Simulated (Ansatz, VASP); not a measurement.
**Two plane-wave programs on TaSi2**

Contents of INCAR:

```
PREC = Accurate
ENCUT = 520
EDIFF = 1E-6
ISMEAR = 0
SIGMA = 0.15
LREAL = F
LASPH = T
NELM = 60
ALGO = Normal
ISIF = 2
LWAVE = F
LCHARG = F
GGA = PE
NBANDS = 38
```

Contents of KPOINTS:

```
regular mesh
0
Gamma
  9 9 6
```

POSCAR

```
TaSi2
1.0
    4.8060235202      0.0000000000      0.0000000000
   -2.4030117601      4.1621384597      0.0000000000
    0.0000000000      0.0000000000      6.5995345254
Ta Si
3 6
Direct
    0.2752819986      0.0000000000      0.0000000000
    0.5000000000      0.5000000000      0.6666666667
    0.0000000000      0.5000000000      0.3333333333
    0.1589152396      0.3178304793      0.0000000000
    0.8410847604      0.1589152396      0.6666666667
    0.6821695207      0.8410847604      0.3333333333
    0.8410847604      0.6821695207      0.0000000000
    0.1589152396      0.8410847604      0.6666666667
    0.3178304793      0.1589152396      0.3333333333
```

Input for Ansatz:

```yaml
crystal:
  lattice:
    - [4.8060235202, 0.0, 0.0]
    - [-2.4030117601, 4.1621384597, 0.0]
    - [0.0, 0.0, 6.5995345254]
  atoms:
    - { symbol: Ta, position: [0.2752819986, 0.0, 0.0] }
    - { symbol: Ta, position: [0.5, 0.5, 0.6666666667] }
    - { symbol: Ta, position: [0.0, 0.5, 0.3333333333] }
    - { symbol: Si, position: [0.1589152396, 0.3178304793, 0.0] }
    - { symbol: Si, position: [0.8410847604, 0.1589152396, 0.6666666667] }
    - { symbol: Si, position: [0.6821695207, 0.8410847604, 0.3333333333] }
    - { symbol: Si, position: [0.8410847604, 0.6821695207, 0.0] }
    - { symbol: Si, position: [0.1589152396, 0.8410847604, 0.6666666667] }
    - { symbol: Si, position: [0.3178304793, 0.1589152396, 0.3333333333] }
basis:
  ecutwfc: 420
kpoints:
  mp_grid: { grid: [9, 9, 6] }
hamiltonian:
  xc: pbe
  pseudopotentials: { kind: paw, azcp: { folder: soft_1 } }
scf:
  occupations: { method: gaussian, width: 0.15 }
output:
  forces: true
  stress: true
  eigenvalues: true
  write_density: true
  write_potential: true
  elf: true
  volumetric_format: npy
```

Alike in both runs: task single point; functional PBE; k mesh 9 × 9 × 6; occupations gaussian, width 0.15 eV; no spin polarisation.

```csv
,VASP,Ansatz
version,VASP 6.6.1,Ansatz 0.2.0
potentials or method,"VASP PAW PBE potentials, release 64 (Ta_pv, Si), cutoff 520 eV","scalar-relativistic, plane waves, PAW"
valence electrons in the cell,57,63
```

```tsv
	VASP	Ansatz	Ansatz less VASP
gap on the k mesh at the Fermi level (eV)	none	none	-
rms of the force components (eV/Å)	8.254	8.229	-0.0245
```

Atom by atom the forces differ by 0.026 eV/Å (rms over components). A gap of «none» marks a metal or a gap that the smearing closes. VASP's potentials hold 57 valence electrons a cell and Ansatz's 63, so a difference there can come from the potentials and not from the codes.

Spin-orbit coupling is off throughout.
